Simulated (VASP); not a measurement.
# Cd (Fd-3m) in VASP: notebook

Runs on Cd. Level: PBE. Tasks: single point, relaxation of cell and atoms.

Program: VASP 6.6.1. These are calculated values, not measurements. Logs are shortened: lines on timing, memory, paths and dates and some standing lists are left out, and cuts for length are marked.

**1. The cell of the first run**

Symmetry: Fd-3m, No. 227, cubic system. The conventional cell has a = 6.737 Å, b = 6.737 Å, c = 6.737 Å, α = 90.00°, β = 90.00°, γ = 90.00°. Within 3.8 Å of Cd (site symmetry -43m) lie 4 Cd at 2.92 Å.

This isn't the form of Cd at room conditions, which is hcp.

**2. Single point, PBE**

The input, INCAR:

```
PREC = Accurate ; ENCUT = 500
EDIFF = 1E-6 ; ISMEAR = 0
SIGMA = 0.1 ; LREAL = F
LASPH = T ; NELM = 120
ALGO = Normal ; ISIF = 2
LWAVE = F ; LCHARG = F
GGA = PE ; NBANDS = 19
GGA_COMPAT = F
```

The input, KPOINTS:

```
Automatic mesh
0
Gamma
  6 6 6
```

The input, POSCAR:

```
Cd
1.0
    0.0000000000      3.3685491044      3.3685491044
    3.3685491044      0.0000000000      3.3685491044
    3.3685491044      3.3685491044      0.0000000000
Cd
2
Direct
    1.0000000000      1.0000000000      1.0000000000
    0.2500000000      0.2500000000      0.2500000000
```

Potentials or basis: VASP PAW PBE potentials, release 64 (Cd).

On the command line:

```
$ cat potpaw_PBE.64/Cd/POTCAR > POTCAR
$ mpirun -np 1 vasp_std > vasp.out
```

OUTCAR:

```text
PREC = Accurate
   ENCUT = 500
   EDIFF = 1E-6
   ISMEAR = 0
   LREAL = F
   LASPH = T
   NELM = 120
   ISIF = 2
   GGA = PE

 ion  position               nearest neighbor table
   1  0.000  0.000  0.000-   2 2.92   2 2.92   2 2.92   2 2.92
   2  0.250  0.250  0.250-   1 2.92   1 2.92   1 2.92   1 2.92

  LATTYP: Found a face centered cubic cell.
 ALAT       =     6.7370982088

  Lattice vectors:

 A1 = (   0.0000000000,   3.3685491044,   3.3685491044)
 A2 = (   3.3685491044,   0.0000000000,   3.3685491044)
 A3 = (   3.3685491044,   3.3685491044,   0.0000000000)

Analysis of symmetry for initial positions (statically):
=====================================================================
 Subroutine PRICEL returns:
 Original cell was already a primitive cell.

 Routine SETGRP: Setting up the symmetry group for a
 face centered cubic supercell.

 Subroutine GETGRP returns: Found 48 space group operations
 (whereof 24 operations were pure point group operations)
 out of a pool of 48 trial point group operations.

The static configuration has the point symmetry T_d .
 The point group associated with its full space group is O_h .

Analysis of symmetry for dynamics (positions and initial velocities):
=====================================================================
 Subroutine PRICEL returns:
 Original cell was already a primitive cell.

 Routine SETGRP: Setting up the symmetry group for a
 face centered cubic supercell.

 Subroutine GETGRP returns: Found 48 space group operations
 (whereof 24 operations were pure point group operations)
 out of a pool of 48 trial point group operations.

The dynamic configuration has the point symmetry T_d .
 The point group associated with its full space group is O_h .

 Subroutine INISYM returns: Found 48 space group operations
 (whereof 24 operations are pure point group operations),
 and found     1 'primitive' translations

----------------------------------------------------------------------------------------

                                     Primitive cell

  volume of cell :      76.4467

  direct lattice vectors                    reciprocal lattice vectors
     0.000000000  3.368549104  3.368549104    -0.148431857  0.148431857  0.148431857
     3.368549104  0.000000000  3.368549104     0.148431857 -0.148431857  0.148431857
     3.368549104  3.368549104  0.000000000     0.148431857  0.148431857 -0.148431857

  length of vectors
     4.763847829  4.763847829  4.763847829     0.257091518  0.257091518  0.257091518

  position of ions in fractional coordinates (direct lattice)
     0.000000000  0.000000000  0.000000000
     0.250000000  0.250000000  0.250000000

  ion indices of the primitive-cell ions
   primitive index   ion index
                 1           1
                 2           2

----------------------------------------------------------------------------------------

 KPOINTS: Automatic mesh

Automatic generation of k-mesh.
 Grid dimensions read from file:
 generate k-points for:    6    6    6

 Generating k-lattice:

  Cartesian coordinates                     Fractional coordinates (reciprocal lattice)
    -0.024738643  0.024738643  0.024738643     0.166666667  0.000000000  0.000000000
     0.024738643 -0.024738643  0.024738643     0.000000000  0.166666667  0.000000000
     0.024738643  0.024738643 -0.024738643     0.000000000  0.000000000  0.166666667

  Length of vectors
     0.042848586  0.042848586  0.042848586

  Shift w.r.t. Gamma in fractional coordinates (k-lattice)
     0.000000000  0.000000000  0.000000000

 Subroutine IBZKPT returns following result:
 ===========================================

 Found     16 irreducible k-points:

 Following reciprocal coordinates:
            Coordinates               Weight
  0.000000  0.000000  0.000000      1.000000
  0.166667  0.000000  0.000000      8.000000
  0.333333  0.000000  0.000000      8.000000
  0.500000  0.000000  0.000000      4.000000
  0.166667  0.166667  0.000000      6.000000
  0.333333  0.166667  0.000000     24.000000
[... 8 lines left out ...]
 -0.333333  0.333333  0.166667     24.000000
 -0.333333  0.500000  0.166667     12.000000
   k-points           NKPTS =     16   k-points in BZ     NKDIM =     16   number of bands    NBANDS=     19
   number of dos      NEDOS =    301   number of ions     NIONS =      2
   total plane-waves  NPLWV =  46656
   dimension x,y,z NGX =    36 NGY =   36 NGZ =   36
   dimension x,y,z NGXF=    72 NGYF=   72 NGZF=   72
   ions per type =               2
   NGX,Y,Z   is equivalent  to a cutoff of  12.56, 12.56, 12.56 a.u.
   NGXF,Y,Z  is equivalent  to a cutoff of  25.13, 25.13, 25.13 a.u.
 SYSTEM =  unknown system
   PREC   = accura    normal or accurate (medium, high low for compatibility)
   ISTART =      0    job   : 0-new  1-cont  2-samecut
   ICHARG =      2    charge: 1-file 2-atom 10-const
   ISPIN  =      1    spin polarized calculation?
   LNONCOLLINEAR =      F non collinear calculations
   LSORBIT =      F    spin-orbit coupling
   LASPH  =      T    aspherical Exc in radial PAW
   ENCUT  =  500.0 eV  36.75 Ry    6.06 a.u.   8.69  8.69  8.69*2*pi/ulx,y,z
   NELM   =    120;   NELMIN=  2; NELMDL= -5     # of ELM steps
   EDIFF  = 0.1E-05   stopping-criterion for ELM
   LREAL  =      F    real-space projection
   EDIFFG = 0.1E-04   stopping-criterion for IOM
   NSW    =      0    number of steps for IOM
   IBRION =     -1    ionic relax: 0-MD 1-quasi-New 2-CG
   NFREE  =      0    steps in history (QN), initial steepest desc. (CG)
   ISIF   =      2    stress and relaxation
   ISYM   =      2    0-nonsym 1-usesym 2-fastsym
   POTIM  = 0.5000    time-step for ionic-motion
   TEBEG  =    0.0;   TEEND  =   0.0 temperature during run
   PSTRESS=    0.0 pullay stress
   NELECT =      24.0000    total number of electrons
   NUPDOWN=      -1.0000    fix difference up-down
   EMIN   =  10.00;   EMAX   =-10.00  energy-range for DOS
   EFERMI =   0.00;   METHOD = LEGACY
   ISMEAR =     0;   SIGMA  =   0.10  broadening in eV -4-tet -1-fermi 0-gaus
   EFERMI_NEDOS =   21; number of points for ismear=-14 and -15
   IALGO  =     38    algorithm
   IMIX   =      4    mixing-type and parameters
     AMIX     =   0.40;   BMIX     =  1.00
     AMIX_MAG =   1.60;   BMIX_MAG =  1.00
  volume/ion in A,a.u.               =      38.22       257.94
  Fermi-wavevector in a.u.,A,eV,Ry     =   1.112651  2.102606 16.843912  1.237993
  Thomas-Fermi vector in A             =   2.249228
   LORBIT       =      0    0 simple, 1 ext, 2 COOP (PROOUT), +10 PAW based schemes
   GGA     = PE    functional components
   LHFCALC =     F    Hartree Fock is set to
   AEXX    =    0.0000 exact exchange contribution
   IVDW    =     0    specifies the selected vdW correction
   LEPSILON=     F    determine dielectric tensor
   LRPA    =     F    only Hartree local field effects (RPA)
 non-spin polarized calculation
 Gauss-broadening in eV      SIGMA  =   0.10
  energy-cutoff  :      500.00
  volume of cell :       76.45
 maximum number of plane-waves:      1964
   NGX = 17   NGY = 17   NGZ = 17

 number of electron      23.9999986 magnetization

 Free energy of the ion-electron system (eV)
  ---------------------------------------------------
  ext. energy  EPLUGINS =         0.00000000
  ---------------------------------------------------
  free energy    TOTEN  =        -0.83621685 eV

  energy without entropy =       -0.83019378  energy(sigma->0) =       -0.83320532

 E-fermi :   0.0744     XC(G=0):  -7.9947

 val. band max:        0.0516553021   @ k =  -0.3333   0.3333   0.1667
 cond. band min:       0.3343288278   @ k =  -0.3333   0.5000   0.1667
 fundamental gap:      0.2826735257
 Fermi energy:         0.0743654603

 k-point     1 :       0.0000    0.0000    0.0000
  band No.  band energies     occupation
      1      -9.0334      2.00000
      2      -9.0334      2.00000
      3      -9.0334      2.00000
      4      -8.9837      2.00000
      5      -8.9837      2.00000
      6      -8.3794      2.00000
[... 11 lines left out ...]
     18       5.4089      0.00000
     19       6.8533      0.00000

 k-point     2 :       0.1667    0.0000    0.0000
  band No.  band energies     occupation
      1      -9.0760      2.00000
      2      -9.0760      2.00000
      3      -9.0273      2.00000
      4      -8.9202      2.00000
      5      -8.9202      2.00000
      6      -8.4081      2.00000
[... 11 lines left out ...]
     18       6.9156      0.00000
     19       8.0772      0.00000

 k-point     3 :       0.3333    0.0000    0.0000
  band No.  band energies     occupation
      1      -9.0932      2.00000
      2      -9.0932      2.00000
      3      -9.0158      2.00000
      4      -8.8741      2.00000
      5      -8.8741      2.00000
      6      -8.4649      2.00000
[... 11 lines left out ...]
     18       7.3324      0.00000
     19       9.0272      0.00000

 k-point     4 :       0.5000    0.0000    0.0000
  band No.  band energies     occupation
      1      -9.0898      2.00000
      2      -9.0898      2.00000
      3      -9.0102      2.00000
      4      -8.8711      2.00000
      5      -8.8711      2.00000
      6      -8.4933      2.00000
[... 11 lines left out ...]
     18       6.9924      0.00000
     19      11.0110      0.00000

 k-point     5 :       0.1667    0.1667    0.0000
  band No.  band energies     occupation
      1      -9.0970      2.00000
      2      -9.0528      2.00000
      3      -9.0528      2.00000
      4      -8.9325      2.00000
      5      -8.8534      2.00000
      6      -8.5340      2.00000
[... 11 lines left out ...]
     18       7.2412      0.00000
     19       8.0805      0.00000
[... 158 lines left out ...]
      2      -9.1036      2.00000
      3      -8.9780      2.00000
      4      -8.9780      2.00000
      5      -8.6074      2.00000
      6      -8.6074      2.00000
[... 11 lines left out ...]
     18      11.3022      0.00000
     19      12.4282      0.00000

 k-point    14 :       0.5000    0.3333    0.1667
  band No.  band energies     occupation
      1      -9.1401      2.00000
      2      -9.1340      2.00000
      3      -8.9628      2.00000
      4      -8.8114      2.00000
      5      -8.6955      2.00000
      6      -8.6945      2.00000
[... 11 lines left out ...]
     18       9.2950      0.00000
     19      10.2047      0.00000

 k-point    15 :      -0.3333    0.3333    0.1667
  band No.  band energies     occupation
      1      -9.1680      2.00000
      2      -9.1392      2.00000
      3      -8.9123      2.00000
      4      -8.7644      2.00000
      5      -8.6901      2.00000
      6      -8.6804      2.00000
[... 11 lines left out ...]
     18       8.0188      0.00000
     19       9.6955      0.00000

 k-point    16 :      -0.3333    0.5000    0.1667
  band No.  band energies     occupation
      1      -9.1534      2.00000
      2      -9.1534      2.00000
      3      -8.8695      2.00000
      4      -8.8695      2.00000
      5      -8.6317      2.00000
      6      -8.6317      2.00000
[... 11 lines left out ...]
     18       8.4401      0.00000
     19      12.2514      0.00000

------------------------ aborting loop because EDIFF is reached ----------------------------------------

  FORCE on cell =-STRESS in cart. coord.  units (eV):
  Direction    XX          YY          ZZ          XY          YZ          ZX
  --------------------------------------------------------------------------------------
  -------------------------------------------------------------------------------------
  Total        0.0845521      0.0845521      0.0845521      0.0000000     -0.0000000      0.0000000
  in kB        1.7720521      1.7720521      1.7720521      0.0000000     -0.0000000      0.0000000
  external PRESSURE =       1.7720521 kB  Pullay stress =       0.0000000 kB

 VOLUME and BASIS-vectors are now :
 -----------------------------------------------------------------------------
  energy-cutoff  :      500.00
  volume of cell :       76.45
      direct lattice vectors                 reciprocal lattice vectors
     0.000000000  3.368549104  3.368549104    -0.148431857  0.148431857  0.148431857
     3.368549104  0.000000000  3.368549104     0.148431857 -0.148431857  0.148431857
     3.368549104  3.368549104  0.000000000     0.148431857  0.148431857 -0.148431857

 POSITION                                       TOTAL-FORCE (eV/Angst)
 -----------------------------------------------------------------------------------
      0.00000      0.00000      0.00000         0.000000      0.000000      0.000000
      1.68427      1.68427      1.68427        -0.000000     -0.000000     -0.000000
 -----------------------------------------------------------------------------------
    total drift:                                0.000000      0.000000      0.000000

  FREE ENERGIE OF THE ION-ELECTRON SYSTEM (eV)
  ---------------------------------------------------
  free  energy   TOTEN  =        -0.8362168473 eV

  energy  without entropy=       -0.8301937850  energy(sigma->0) =       -0.83320532
```

It took 12 s on 1 thread of AMD EPYC 9R45 (Zen 5), shared host; peak memory 0.16 GiB.

What came out:

- Free energy: -0.8362 eV
- Pressure: 0.2 GPa
- Band gap on the k mesh: zero (bands 12 and 13 overlap by 4.51 eV)

**3. Relaxation of cell and atoms, PBE**

This run uses another cell than the first one, of 28.09 Å³/atom.

The input, INCAR:

```
SYSTEM = Cd
PREC = Accurate
ENCUT = 500
EDIFF = 1E-7
ISMEAR = 0
SIGMA = 0.1
LREAL = .FALSE.
LASPH = .TRUE.
NELM = 120
ALGO = Normal
ISIF = 3
LWAVE = .FALSE.
LCHARG = .FALSE.
GGA = PE
IBRION = 2
NSW = 80
EDIFFG = -0.01
GGA_COMPAT = .FALSE.
NELMIN = 4
```

The input, KPOINTS:

```
regular mesh
0
G
  6 6 6
  0 0 0
```

The input, POSCAR:

```
Cd
1.0
    0.0000000000      3.0400000000      3.0400000000
    3.0400000000      0.0000000000      3.0400000000
    3.0400000000      3.0400000000      0.0000000000
Cd
2
Direct
    1.0000000000      1.0000000000      1.0000000000
    0.2500000000      0.2500000000      0.2500000000
```

Potentials or basis: VASP PAW PBE potentials, release 64 (Cd).

On the command line:

```
$ cat potpaw_PBE.64/Cd/POTCAR > POTCAR
$ mpirun -np 1 vasp_std > vasp.out
```

Run time: 26 s. Hardware: 1 thread of AMD EPYC 9R45 (Zen 5), shared host; peak memory 0.15 GiB.

Results (log left out):

```
Free energy                           : -0.8093 eV
Relaxed volume                        : 37.62 Å³/atom
Relaxed cell                          : a = 4.739 Å, b = 4.739 Å, c = 4.739 Å, α = 60.00°, β = 60.00°, γ = 60.00°
Space group after relaxing (to 0.1 Å) : Fd-3m (No. 227)
Energy gained by relaxing             : 239.0 meV/atom
Ionic steps                           : 4
Pressure after relaxing               : 0.0 GPa
Band gap on the k mesh                : zero (bands 12 and 13 overlap by 4.60 eV)
```

The path:
```tsv
step	energy change (eV)	largest force (eV/Å)	pressure (GPa)	volume (Å³)
1	0.0000	0.0000	10.56	56.19
2	-0.4726	0.0000	0.71	72.64
3	-0.4771	0.0000	-0.27	76.31
4	-0.4781	0.0000	-0.01	75.24
```

Final structure:
```
Cd
1.0
     0.00000    3.35072    3.35072
     3.35072    0.00000    3.35072
     3.35072    3.35072    0.00000
Cd
2
Cartesian
  0.0000 0.0000 0.0000
  1.6754 1.6754 1.6754
```

Levels at points of the mesh, in eV from the Fermi level:
| k point | band 10 | band 11 | band 12 | band 13 | band 14 | band 15 |
| --- | --- | --- | --- | --- | --- | --- |
| (0.00, 0.00, 0.00) | -8.31 | -6.30 | 4.19 | 4.19 | 4.19 | 4.68 |
| (0.50, 0.00, 0.00) | -8.27 | -4.27 | -2.46 | 2.66 | 2.66 | 4.09 |
| (0.50, 0.50, 0.00) | -8.23 | -2.92 | -2.92 | 0.93 | 0.93 | 3.62 |

Caveat: the volume moved by over 15 % at a fixed basis, so the end points are rough.
